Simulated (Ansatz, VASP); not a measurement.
## CsTl: VASP beside Ansatz

File INCAR:

```
SYSTEM = CsTl
PREC     = Accurate       ! precision mode
ENCUT    = 520            ! plane-wave cutoff, eV
EDIFF    = 1E-6           ! SCF threshold, eV
ISMEAR   = 0              ! smearing method
SIGMA    = 0.1            ! smearing width, eV
LREAL    = .False.        ! projectors in reciprocal space
LASPH    = .True.         ! aspherical terms in the spheres
NELM     = 100            ! most SCF steps
ALGO     = Fast           ! electronic algorithm
ISIF     = 2              ! what is computed and relaxed
LWAVE    = .False.        ! write WAVECAR
LCHARG   = .False.        ! write CHGCAR
GGA      = PE             ! functional
NBANDS   = 18             ! bands
```

File KPOINTS:

```
Automatic mesh
0
Gamma
  12 12 12
  0 0 0
```

File POSCAR:

```
CsTl
1.0
    4.5192682878      0.0000000000      0.0000000000
    0.0000000000      4.5192682878      0.0000000000
    0.0000000000      0.0000000000      4.5192682878
Cs Tl
1 1
Direct
    0.5000000000      0.5000000000      0.5000000000
    0.0000000000      0.0000000000      0.0000000000
```

Input for Ansatz:

```yaml
crystal:
  lattice:
    - [4.5192682878, 0.0, 0.0]
    - [0.0, 4.5192682878, 0.0]
    - [0.0, 0.0, 4.5192682878]
  atoms:
    - { symbol: Cs, position: [0.5, 0.5, 0.5] }
    - { symbol: Tl, position: [0.0, 0.0, 0.0] }
basis:
  ecutwfc: 420
kpoints:
  mp_grid: { grid: [12, 12, 12] }
hamiltonian:
  xc: pbe
scf:
  occupations: { method: gaussian, width: 0.1 }
output:
  forces: true
  stress: true
  eigenvalues: true
```

Alike in both runs: task single point; functional PBE; k mesh 12 × 12 × 12; occupations gaussian, width 0.1 eV; no spin polarisation.

|  | VASP | Ansatz |
| --- | --- | --- |
| version | VASP 6.6.1 | Ansatz 0.2.0 |
| potentials or method | VASP PAW PBE potentials, release 64 (Cs_sv, Tl_d), cutoff 520 eV | scalar-relativistic, plane waves, PAW |
| valence electrons in the cell | 22 | 22 |

|  | VASP | Ansatz | Ansatz less VASP |
| --- | --- | --- | --- |
| gap on the k mesh at the Fermi level (eV) | none | none | - |
| pressure (GPa) | 0.8 | 0.8 | +0.01 |

A gap of «none» marks a metal or a gap that the smearing closes.

Neither program's run includes spin-orbit coupling.
